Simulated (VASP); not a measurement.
**Ni: single point with LDA**

Crystal: Ni.

```
CELL_PARAMETERS angstrom
-1.39063 1.39063 1.38372
1.39063 -1.39063 1.38372
1.37680 1.37680 -1.38372
ATOMIC_POSITIONS crystal
Ni 0.00000 0.00000 0.00000
```

This isn't the form of Ni at room conditions, which is fcc.

```json
{
 "Program": "VASP 6.6.1",
 "Task": "single point",
 "Functional": "LDA",
 "Potentials or basis": "VASP PAW LDA potentials, release 64 (Ni)",
 "Cutoff": "520 eV",
 "k mesh": "17 × 17 × 17",
 "Occupations": "fermi-dirac, width 0.05 eV",
 "Spin": "collinear spin, ferromagnetic start",
 "Starting moments": "[1.0] μB"
}
```

```json
{
 "Pressure": "-10.9 GPa",
 "Net moment": "0.41 μB per cell",
 "Site moments": "Ni +0.41 μB",
 "Valence electrons inside the program's atomic spheres": "Ni 9.37"
}
```

Stress tensor (GPa, compression positive):
```
-10.87   1.49   0.00
  1.49 -10.87   0.00
  0.00   0.00 -10.86
```

Levels at points of the mesh, in eV from the Fermi level:
Spin up:
| k point | band 2 | band 3 | band 4 | band 5 | band 6 | band 7 | band 8 | band 9 |
| --- | --- | --- | --- | --- | --- | --- | --- | --- |
| (0.00, 0.00, 0.00) | -2.27 | -2.23 | -2.18 | -0.77 | -0.77 | 26.64 | 26.80 | 26.94 |
Spin down:
```csv
k point,band 1,band 2,band 3,band 4,band 5,band 6,band 7,band 8,band 9,band 10
"(0.00, 0.00, 0.00)",-8.99,-1.84,-1.80,-1.75,-0.41,-0.41,26.64,26.80,26.94,31.87
```

It took 4.2 min on 1 thread of Intel Xeon 8259CL, with other jobs on the host, peak memory 0.28 GiB.

Caveat: the cell stands under tension.
